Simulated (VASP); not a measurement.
# TaN (C222_1) in VASP: further runs

The runs below take TaN through single point, with PBE.

All numbers are computed with VASP 6.6.1; they aren't measurements. Logs are shortened: lines on timing, memory, paths and dates and some standing lists are left out, and cuts for length are marked.

### 1 The cell of the first run

The structure is orthorhombic, space group C222_1 (No. 20). Conventional cell: a = 2.995 Å, b = 5.187 Å, c = 5.914 Å, α = 90.00°, β = 90.00°, γ = 90.00°. Within 3.0 Å of Ta (site symmetry 2) lie 6 N at 2.24 to 2.31 Å and 8 Ta at 2.96 to 2.99 Å. Within 3.0 Å of N (site symmetry 2) lie 6 Ta at 2.24 to 2.31 Å and 6 N at 2.99 Å.

### 2 Single point, PBE (atoms displaced along a vibrational mode, the cell strained)

Input file INCAR:

```
  PREC = Accurate
  ENCUT = 520
  EDIFF = 1E-6
  ISMEAR = 0
  SIGMA = 0.15
  LREAL = F
  LASPH = T
  NELM = 100
  ALGO = Normal
  ISIF = 2
  LWAVE = F
  LCHARG = T
  GGA = PE
  LELF = T
  LVHAR = T
  NBANDS = 24
```

Input file KPOINTS:

```
Automatic mesh
0
Gamma
  15 15 8
```

Input file POSCAR:

```
TaN
1.0
    2.9947808983      0.0000000000      0.0000000000
   -1.4973904492      2.5935563367      0.0000000000
    0.0000000000      0.0000000000      5.9142266377
Ta N
2 2
Direct
   -0.0171414877      0.0000000000      0.0000000000
    0.0171414877      0.0000000000      0.5000000000
    0.3333333333      0.6666666667      0.2500000000
    0.6666666667      0.3333333333      0.7500000000
```

Potentials or basis: VASP PAW PBE potentials, release 64 (Ta_pv, N).

On the command line:

```
> cat potpaw_PBE.64/Ta_pv/POTCAR potpaw_PBE.64/N/POTCAR > POTCAR
> mpirun -np 1 vasp_std > vasp.out
```

OUTCAR:

```text
PREC = Accurate
   ENCUT = 520
   EDIFF = 1E-6
   ISMEAR = 0
   LREAL = F
   LASPH = T
   NELM = 100
   ISIF = 2
   GGA = PE

 ion  position               nearest neighbor table
   1  0.983  0.000  0.000-   4 2.24   3 2.24   3 2.28   4 2.28   3 2.31   4 2.31   2 2.96   2 2.96

   2  0.017  0.000  0.500-   3 2.24   4 2.24   4 2.28   3 2.28   4 2.31   3 2.31   1 2.96   1 2.96

   3  0.333  0.667  0.250-   2 2.24   1 2.24   1 2.28   2 2.28   1 2.31   2 2.31
   4  0.667  0.333  0.750-   1 2.24   2 2.24   2 2.28   1 2.28   2 2.31   1 2.31

  LATTYP: Found a hexagonal cell.
 ALAT       =     2.9947808983
 C/A-ratio  =     1.9748445174

  Lattice vectors:

 A1 = (   2.9947808983,   0.0000000000,   0.0000000000)
 A2 = (  -1.4973904492,   2.5935563367,   0.0000000000)
 A3 = (   0.0000000000,   0.0000000000,   5.9142266377)

Analysis of symmetry for initial positions (statically):
=====================================================================
 Subroutine PRICEL returns:
 Original cell was already a primitive cell.

 Routine SETGRP: Setting up the symmetry group for a
 hexagonal supercell.

 Subroutine GETGRP returns: Found  4 space group operations
 (whereof  2 operations were pure point group operations)
 out of a pool of 24 trial point group operations.

The static configuration has the point symmetry C_2 .
 The point group associated with its full space group is D_2 .

Analysis of symmetry for dynamics (positions and initial velocities):
=====================================================================
 Subroutine PRICEL returns:
 Original cell was already a primitive cell.

 Routine SETGRP: Setting up the symmetry group for a
 hexagonal supercell.

 Subroutine GETGRP returns: Found  4 space group operations
 (whereof  2 operations were pure point group operations)
 out of a pool of 24 trial point group operations.

The dynamic configuration has the point symmetry C_2 .
 The point group associated with its full space group is D_2 .

 Subroutine INISYM returns: Found  4 space group operations
 (whereof  2 operations are pure point group operations),
 and found     1 'primitive' translations

----------------------------------------------------------------------------------------

                                     Primitive cell

  volume of cell :      45.9366

  direct lattice vectors                    reciprocal lattice vectors
     2.994780898  0.000000000  0.000000000     0.333914244  0.192785479  0.000000000
    -1.497390449  2.593556337  0.000000000     0.000000000  0.385570957  0.000000000
     0.000000000  0.000000000  5.914226638     0.000000000  0.000000000  0.169083815

  length of vectors
     2.994780898  2.994780898  5.914226638     0.385570957  0.385570957  0.169083815

  position of ions in fractional coordinates (direct lattice)
     0.982858512  0.000000000  0.000000000
     0.017141488  0.000000000  0.500000000
     0.333333333  0.666666667  0.250000000
     0.666666667  0.333333333  0.750000000

  ion indices of the primitive-cell ions
   primitive index   ion index
                 1           1
                 2           2
                 3           3
                 4           4

----------------------------------------------------------------------------------------

 KPOINTS: Automatic mesh

Automatic generation of k-mesh.
 Grid dimensions read from file:
 generate k-points for:   15   15    8

 Generating k-lattice:

  Cartesian coordinates                     Fractional coordinates (reciprocal lattice)
     0.022260950  0.012852365  0.000000000     0.066666667  0.000000000  0.000000000
     0.000000000  0.025704730  0.000000000     0.000000000  0.066666667  0.000000000
     0.000000000  0.000000000  0.021135477     0.000000000  0.000000000  0.125000000

  Length of vectors
     0.025704730  0.025704730  0.021135477

  Shift w.r.t. Gamma in fractional coordinates (k-lattice)
     0.000000000  0.000000000  0.000000000

 Subroutine IBZKPT returns following result:
 ===========================================

 Found    320 irreducible k-points:

 Following reciprocal coordinates:
            Coordinates               Weight
  0.000000  0.000000  0.000000      1.000000
  0.066667  0.000000  0.000000      4.000000
  0.000000  0.066667  0.000000      2.000000
  0.133333  0.000000  0.000000      4.000000
  0.000000  0.133333  0.000000      2.000000
  0.200000  0.000000  0.000000      4.000000
[... 16 lines left out ...]
 -0.266667  0.200000  0.000000      4.000000
  0.266667  0.066667  0.000000      4.000000
 [... further k-points ...]
   k-points           NKPTS =    320   k-points in BZ     NKDIM =    320   number of bands    NBANDS=     24
   number of dos      NEDOS =    301   number of ions     NIONS =      4
   total plane-waves  NPLWV =  27648
   dimension x,y,z NGX =    24 NGY =   24 NGZ =   48
   dimension x,y,z NGXF=    48 NGYF=   48 NGZF=   96
   ions per type =               2   2
   NGX,Y,Z   is equivalent  to a cutoff of  13.32, 13.32, 13.49 a.u.
   NGXF,Y,Z  is equivalent  to a cutoff of  26.65, 26.65, 26.99 a.u.
 SYSTEM =  unknown system
   PREC   = accura    normal or accurate (medium, high low for compatibility)
   ISTART =      0    job   : 0-new  1-cont  2-samecut
   ICHARG =      2    charge: 1-file 2-atom 10-const
   ISPIN  =      1    spin polarized calculation?
   LNONCOLLINEAR =      F non collinear calculations
   LSORBIT =      F    spin-orbit coupling
   LASPH  =      T    aspherical Exc in radial PAW
   ENCUT  =  520.0 eV  38.22 Ry    6.18 a.u.   5.57  5.57 11.00*2*pi/ulx,y,z
   NELM   =    100;   NELMIN=  2; NELMDL= -5     # of ELM steps
   EDIFF  = 0.1E-05   stopping-criterion for ELM
   LREAL  =      F    real-space projection
   EDIFFG = 0.1E-04   stopping-criterion for IOM
   NSW    =      0    number of steps for IOM
   IBRION =     -1    ionic relax: 0-MD 1-quasi-New 2-CG
   NFREE  =      0    steps in history (QN), initial steepest desc. (CG)
   ISIF   =      2    stress and relaxation
   ISYM   =      2    0-nonsym 1-usesym 2-fastsym
   POTIM  = 0.5000    time-step for ionic-motion
   TEBEG  =    0.0;   TEEND  =   0.0 temperature during run
   PSTRESS=    0.0 pullay stress
   NELECT =      32.0000    total number of electrons
   NUPDOWN=      -1.0000    fix difference up-down
   EMIN   =  10.00;   EMAX   =-10.00  energy-range for DOS
   EFERMI =   0.00;   METHOD = LEGACY
   ISMEAR =     0;   SIGMA  =   0.15  broadening in eV -4-tet -1-fermi 0-gaus
   EFERMI_NEDOS =   21; number of points for ismear=-14 and -15
   IALGO  =     38    algorithm
   IMIX   =      4    mixing-type and parameters
     AMIX     =   0.40;   BMIX     =  1.00
     AMIX_MAG =   1.60;   BMIX_MAG =  1.00
  volume/ion in A,a.u.               =      11.48        77.50
  Fermi-wavevector in a.u.,A,eV,Ry     =   1.451238  2.742442 28.655111  2.106091
  Thomas-Fermi vector in A             =   2.568758
   LORBIT       =      0    0 simple, 1 ext, 2 COOP (PROOUT), +10 PAW based schemes
   GGA     = PE    functional components
   LHFCALC =     F    Hartree Fock is set to
   AEXX    =    0.0000 exact exchange contribution
   IVDW    =     0    specifies the selected vdW correction
   LEPSILON=     F    determine dielectric tensor
   LRPA    =     F    only Hartree local field effects (RPA)
 non-spin polarized calculation
 Gauss-broadening in eV      SIGMA  =   0.15
  energy-cutoff  :      520.00
  volume of cell :       45.94
 maximum number of plane-waves:      1269
   NGX = 11   NGY = 11   NGZ = 21

 number of electron      32.0000001 magnetization

 Free energy of the ion-electron system (eV)
  ---------------------------------------------------
  ext. energy  EPLUGINS =         0.00000000
  ---------------------------------------------------
  free energy    TOTEN  =       -43.87024359 eV

  energy without entropy =      -43.85524267  energy(sigma->0) =      -43.86274313

 E-fermi :   7.6938     XC(G=0): -12.9945

 val. band max:        7.6890194026   @ k =  -0.1333   0.0667   0.0000
 cond. band min:       7.6947444164   @ k =   0.1333   0.0000   0.0000
 fundamental gap:      0.0057250138
 Fermi energy:         7.6937993252

 k-point     1 :       0.0000    0.0000    0.0000
  band No.  band energies     occupation
      1     -27.9998      2.00000
      2     -27.2960      2.00000
      3     -27.1615      2.00000
      4     -27.1603      2.00000
      5     -27.1028      2.00000
      6     -27.1006      2.00000
[... 16 lines left out ...]
     23      11.3588      0.00000
     24      13.3302      0.00000

 k-point     2 :       0.0667    0.0000    0.0000
  band No.  band energies     occupation
      1     -27.9911      2.00000
      2     -27.2911      2.00000
      3     -27.2001      2.00000
      4     -27.1690      2.00000
      5     -27.1378      2.00000
      6     -27.1090      2.00000
[... 16 lines left out ...]
     23      11.3815      0.00000
     24      13.1223      0.00000

 k-point     3 :       0.0000    0.0667    0.0000
  band No.  band energies     occupation
      1     -27.9911      2.00000
      2     -27.2910      2.00000
      3     -27.1992      2.00000
      4     -27.1699      2.00000
      5     -27.1361      2.00000
      6     -27.1107      2.00000
[... 16 lines left out ...]
     23      11.4027      0.00000
     24      13.1221      0.00000
[... 514 lines left out ...]
 k-point    23 :      -0.2667    0.2000    0.0000
  band No.  band energies     occupation
      1     -27.9049      2.00000
      2     -27.5623      2.00000
      3     -27.4705      2.00000
      4     -27.2611      2.00000
      5     -27.2424      2.00000
      6     -27.1946      2.00000
[... 16 lines left out ...]
     23      12.6238      0.00000
     24      13.0992      0.00000

 k-point    24 :       0.2667    0.0667    0.0000
  band No.  band energies     occupation
      1     -27.8642      2.00000
      2     -27.7248      2.00000
      3     -27.6214      2.00000
      4     -27.3048      2.00000
      5     -27.2363      2.00000
      6     -27.2187      2.00000
[... 16 lines left out ...]
     23      13.3178      0.00000
     24      13.6304      0.00000

 [... further k-points ...]

------------------------ aborting loop because EDIFF is reached ----------------------------------------

  FORCE on cell =-STRESS in cart. coord.  units (eV):
  Direction    XX          YY          ZZ          XY          YZ          ZX
  --------------------------------------------------------------------------------------
  -------------------------------------------------------------------------------------
  Total       -5.0137752     -5.0555028     -1.6656001      0.0000000      0.0000000      0.0000000
  in kB     -174.8705746   -176.3259505    -58.0928420      0.0000000      0.0000000      0.0000000
  external PRESSURE =    -136.4297891 kB  Pullay stress =       0.0000000 kB

 VOLUME and BASIS-vectors are now :
 -----------------------------------------------------------------------------
  energy-cutoff  :      520.00
  volume of cell :       45.94
      direct lattice vectors                 reciprocal lattice vectors
     2.994780898  0.000000000  0.000000000     0.333914244  0.192785479  0.000000000
    -1.497390449  2.593556337  0.000000000     0.000000000  0.385570957  0.000000000
     0.000000000  0.000000000  5.914226638     0.000000000  0.000000000  0.169083815

 POSITION                                       TOTAL-FORCE (eV/Angst)
 -----------------------------------------------------------------------------------
      2.94345      0.00000      0.00000         0.574054      0.000000      0.000000
      0.05133      0.00000      2.95711        -0.574054      0.000000      0.000000
     -0.00000      1.72904      1.47856         0.000000     -0.011100      0.000000
      1.49739      0.86452      4.43567        -0.000000      0.011100      0.000000
 -----------------------------------------------------------------------------------
    total drift:                               -0.000000     -0.000000      0.000000

  FREE ENERGIE OF THE ION-ELECTRON SYSTEM (eV)
  ---------------------------------------------------
  free  energy   TOTEN  =       -43.8702435858 eV

  energy  without entropy=      -43.8552426657  energy(sigma->0) =      -43.86274313
```

Run time: 98 s. Hardware: 1 thread of Intel Xeon 6975P-C (Granite Rapids), shared host; peak memory 0.4 GiB.

What came out:

| Item | Value |
| --- | --- |
| Free energy | -43.8702 eV |
| Pressure | -13.6 GPa |
| Largest force | 0.574 eV/Å |
| Band gap on the k mesh | zero (bands 16 and 17 overlap by 0.84 eV) |

Forces on the atoms (eV/Å):
```
Ta   0.574  0.000  0.000
Ta  -0.574  0.000  0.000
N    0.000 -0.011  0.000
N    0.000  0.011  0.000
```

Stress tensor (GPa, compression positive):
```
-17.49   0.00   0.00
  0.00 -17.63   0.00
  0.00   0.00  -5.81
```

Caveat: the cell differs from its parent crystal (atoms displaced along a vibrational mode, the cell strained); the stress differs along the axes, from -18 to -6 GPa; spin-orbit coupling is left out, which moves the levels of the heavy elements.

### 3 Single point, PBE (atoms displaced along a vibrational mode, the cell strained)

Input file INCAR:

```
SYSTEM = TaN
PREC = Accurate ; ENCUT = 520
EDIFF = 1E-7 ; ISMEAR = 0
SIGMA = 0.15 ; LREAL = .False.
LASPH = .True. ; NELM = 60
ALGO = Normal ; ISIF = 2
LWAVE = .False. ; LCHARG = .True.
GGA = PE ; LELF = .True.
LVHAR = .True. ; NBANDS = 24
```

Input file KPOINTS:

```
regular mesh
0
Gamma
  15 15 8
  0 0 0
```

POSCAR: that of step 2 with these lines changed.

```diff
@@ -2,4 +2,4 @@
 1.0
-    2.9947808983      0.0000000000      0.0000000000
-   -1.4973904492      2.5935563367      0.0000000000
+    2.8781049112      0.0000000000      0.0000000000
+   -1.4390524556      2.4925119678      0.0000000000
     0.0000000000      0.0000000000      5.9142266377
```

Potentials or basis: VASP PAW PBE potentials, release 64 (Ta_pv, N).

On the command line:

```
> cat potpaw_PBE.64/Ta_pv/POTCAR potpaw_PBE.64/N/POTCAR > POTCAR
> mpirun -np 1 vasp_std > vasp.out
```

It took 2 min on 1 thread of Intel Xeon 6975P-C (Granite Rapids), shared host; peak memory 0.38 GiB.

The run converged. Its results:

```
Free energy            : -43.9475 eV
Pressure               : 10.2 GPa
Largest force          : 0.712 eV/Å
Band gap on the k mesh : zero (bands 16 and 17 overlap by 0.99 eV)
```

Forces in eV/Å, atoms in the order of the input:
```
Ta   0.712  0.000  0.000
Ta  -0.712  0.000  0.000
N    0.000 -0.014  0.000
N    0.000  0.014  0.000
```

Stress tensor (GPa, compression positive):
```
12.64  0.00  0.00
 0.00 12.48  0.00
 0.00  0.00  5.58
```

Levels at points of the mesh, in eV from the Fermi level:
| k point | band 13 | band 14 | band 15 | band 16 | band 17 | band 18 | band 19 | band 20 |
| --- | --- | --- | --- | --- | --- | --- | --- | --- |
| (0.00, 0.00, 0.00) | -3.55 | -1.95 | -1.94 | -0.24 | -0.23 | 0.67 | 0.68 | 2.17 |
| (0.00, 0.00, 0.50) | -3.82 | -3.82 | -0.75 | -0.75 | 1.04 | 1.04 | 1.05 | 1.05 |

Caveat: the cell differs from its parent crystal (atoms displaced along a vibrational mode, the cell strained); the stress differs along the axes, from 6 to 13 GPa; spin-orbit coupling is left out, which moves the levels of the heavy elements.
